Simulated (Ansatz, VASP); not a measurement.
## GaSb in VASP and in Ansatz

Contents of POSCAR:

```
GaSb
1.0
    0.0000000000      3.1354750000      2.9060500000
    3.1354750000      0.0000000000      2.9060500000
    3.1354750000      3.1354750000      0.0000000000
Ga Sb
1 1
Direct
    0.0000000000      0.0000000000      0.0000000000
    0.7500000000      0.7500000000      0.7500000000
```

File INCAR.step1:

```
  PREC = Accurate
  ENCUT = 520
  ISMEAR = 0
  SIGMA = 0.05
  LREAL = F
  LASPH = T
  NELM = 100
  NBANDS = 16
  GGA = PE
  ALGO = Normal
  EDIFF = 1E-4
  LWAVE = T
  LCHARG = F
```

The input INCAR.step2:

```
  PREC = Accurate
  ENCUT = 520
  EDIFF = 1E-6
  ISMEAR = 0
  SIGMA = 0.05
  LREAL = F
  LASPH = T
  NELM = 100
  ALGO = Normal
  ISIF = 2
  LWAVE = F
  LCHARG = F
  METAGGA = R2SCAN
  LMIXTAU = T
  NBANDS = 16
  ISTART = 1
```

Contents of KPOINTS:

```
Automatic mesh
0
Gamma
  10 10 10
```

Input for Ansatz:

```yaml
crystal:
  lattice:
    - [0.0, 3.135475, 2.90605]
    - [3.135475, 0.0, 2.90605]
    - [3.135475, 3.135475, 0.0]
  atoms:
    - { symbol: Ga, position: [0.0, 0.0, 0.0] }
    - { symbol: Sb, position: [0.75, 0.75, 0.75] }
basis:
  ecutwfc: 500
kpoints:
  mp_grid: { grid: [10, 10, 10] }
hamiltonian:
  xc: r2scan
scf:
  occupations: { method: gaussian, width: 0.05 }
output:
  forces: true
  stress: true
  eigenvalues: true
```

Change from the starting cell: strain +0.025 along x and y, -0.050 along z, atoms carried along.

Alike in both runs: task single point; functional r2SCAN; k mesh 10 × 10 × 10; occupations gaussian, width 0.05 eV; no spin polarisation.

|  | VASP | Ansatz |
| --- | --- | --- |
| version | VASP 6.6.1 | Ansatz 0.2.0 |
| potentials or method | VASP PAW PBE potentials, release 64 (Ga_d, Sb), cutoff 520 eV | scalar-relativistic, plane waves, PAW |
| valence electrons in the cell | 18 | 28 |

Ansatz gave:

```
gap on the k mesh at the Fermi level (eV)                     : 0.17
least direct gap on the mesh (eV)                             : 0.17
pressure (GPa)                                                : 0.4
traceless stress, the component that is largest in VASP (GPa) : 2.17
```

Q: Estimate VASP's values.

A: gap on the k mesh at the Fermi level (eV): 0.15; least direct gap on the mesh (eV): 0.15; pressure (GPa): 0.5; traceless stress, the component that is largest in VASP (GPa): 2.15.

VASP's potentials were made for PBE, not for r2SCAN. VASP's potentials hold 18 valence electrons a cell and Ansatz's 28, so a difference there can come from the potentials and not from the codes.

Spin-orbit coupling is off throughout.
